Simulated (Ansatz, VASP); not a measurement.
## Pt3Pb in VASP and in Ansatz

```
Pt Pb
1.0
     4.05800   -0.04058   -0.04058
    -0.04058    4.05800   -0.04058
    -0.04058   -0.04058    4.05800
Pt Pb
3 1
Direct
  0.00000 0.50000 0.50000
  0.50000 0.00000 0.50000
  0.50000 0.50000 0.00000
  0.00000 0.00000 0.00000
```

Change from the starting cell: equal xy, yz and zx shear strains of -2 %, crystal datasets.

Alike in both runs: task electric field gradients; functional LDA; k mesh 9 × 9 × 9; occupations fermi-dirac, width 0.03 eV; no spin polarisation.

```csv
,VASP,Ansatz
version,VASP 6.6.1,Ansatz 0.2.0
potentials or method,"VASP PAW LDA potentials, release 64 (Pt, Pb_d), cutoff 520 eV","all-electron PAW with datasets made for the crystal, scalar-relativistic"
```

```tsv
	VASP	Ansatz	Ansatz less VASP
pressure (GPa)	-2.0	-2.6	-0.61
traceless stress, the component that is largest in VASP (GPa)	1.19	1.14	-0.050
size of Vzz on the site where it differs most (V/Å²)	151.3	162.3	+10.96
```

LDA's correlation is that of Perdew and Zunger in VASP and of Perdew and Wang (1992) in Ansatz. Ansatz ran all-electron here, and VASP with PAW potentials.

Neither program's run includes spin-orbit coupling.
